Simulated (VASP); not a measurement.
Write the native input for VASP 6.6.1 that does the following.

| Item | Value |
| --- | --- |
| Task | single point |
| Functional | PBEsol |
| Potentials or basis | VASP PAW PBE potentials, release 64 (Si) |
| Cutoff | 520 eV |
| k mesh | 12 × 12 × 12 |
| Occupations | gaussian, width 0.03 eV |
| Spin | no spin polarisation |
| Dipole correction | no |
| Further INCAR settings | ALGO = Normal; EDIFF = 1e-06; NBANDS = 16 |

The structure of Si lies in POSCAR:

```
Si
1.0
   -3.4720981431      3.4720981431      1.8502811005
    3.4720981431     -3.4720981431      1.8502811005
    3.4720981431      3.4720981431     -1.8502811005
Si
4
Direct
    0.1787304307      0.1787304307      0.3574608614
    0.8212695693      0.8212695693      0.6425391386
    0.1787304307      0.8212695693      0.0000000000
    0.8212695693      0.1787304307      0.0000000000
```

These files were run (other wordings do the same):

INCAR

```
PREC = Accurate
ENCUT = 520
EDIFF = 1E-6
ISMEAR = 0
SIGMA = 0.03
LREAL = F
LASPH = T
NELM = 60
ALGO = Normal
ISIF = 2
LWAVE = F
LCHARG = T
GGA = PS
LELF = T
LVHAR = T
NBANDS = 16
```

KPOINTS

```
Automatic mesh
0
Gamma
  12 12 12
```

Potentials or basis: VASP PAW PBE potentials, release 64 (Si).

Command:

```bash
$ cat potpaw_PBE.64/Si/POTCAR > POTCAR
$ mpirun -np 1 vasp_std > vasp.out
```

It gave:

The pressure is -3.2 GPa. The largest force is 0.761 eV/Å. The band gap on the k mesh is zero (bands 8 and 9 overlap by 0.07 eV).

Caveat: the cell stands under tension; semilocal functionals underestimate gaps, so a narrow gap can read as zero; the PAW data sets were made with another functional, which shifts forces and pressure a little.

It took 2.6 min on 1 thread of Intel(R) Xeon(R) Platinum 8488C (Sapphire Rapids), on a shared host, peak memory 0.33 GiB.
